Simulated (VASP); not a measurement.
A run of VASP 6.6.1:

Contents of INCAR:

```
PREC = Accurate
ENCUT = 500
EDIFF = 1E-6
ISMEAR = 0
SIGMA = 0.05
LREAL = F
LASPH = T
NELM = 120
ALGO = Normal
ISIF = 2
LWAVE = F
LCHARG = T
GGA = PE
LELF = T
LVHAR = T
NBANDS = 16
GGA_COMPAT = F
```

Contents of KPOINTS:

```
Automatic mesh
0
Gamma
  12 12 6
```

File POSCAR:

```
Si
1.0
    3.8512806395      0.0000000000      0.0000000000
   -1.9256403198      3.3353068709      0.0000000000
    0.0000000000      0.0000000000      6.3650227019
Si
4
Direct
    0.3638948982      0.6956716351      0.0616865317
    0.6534143758      0.3163592855      0.5619391446
    0.3223596409      0.6757495736      0.4433711036
    0.6603310850      0.3122195057      0.9330032201
```

Potentials or basis: VASP PAW PBE potentials, release 64 (Si).

The run is started by

```bash
$ cat potpaw_PBE.64/Si/POTCAR > POTCAR
$ mpirun -np 1 vasp_std > vasp.out
```

Hardware: 1 thread of AMD EPYC 9R45 96-Core Processor (Zen 5) (shared host).

Problem. Estimate the wall time of this run.

Solution. Wall time 2.8 min on 1 thread of AMD EPYC 9R45 96-Core Processor (Zen 5), with other jobs on the host, peak memory 0.43 GiB. Counts: scf iterations 13, k points 436.
